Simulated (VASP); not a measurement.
Crystal: CdSe.

```
Cd Se
1.0
     0.00000    3.00760    3.00760
     3.00760    0.00000    3.00760
     3.00760    3.00760    0.00000
Cd Se
1 1
Direct
  0.00000 0.00000 0.00000
  0.25000 0.25000 0.25000
```

Base run:

```yaml
Program: VASP 6.6.1
Functional: BLYP
Dispersion: D4
Potentials_or_basis: VASP PAW PBE potentials, release 64 (Cd, Se)
Cutoff: 520 eV
k_mesh: 8 × 8 × 8
Occupations: fermi-dirac, width 0.05 eV
Spin: no spin polarisation
```

Its results: band gap on the k mesh 0.64 eV, direct; pressure 4.2 GPa.

Problem. The run is repeated on the same cell with these changes: dispersion from D4 to none. What comes out?

Solution. Band gap on the k mesh 0.64 eV, direct; pressure 8.5 GPa.

Dispersion adds attraction, which lowers the pressure at fixed volume and, as a term added to the energy, leaves the levels alone.

Caveats: the PAW data sets were made with another functional, which shifts forces and pressure a little.

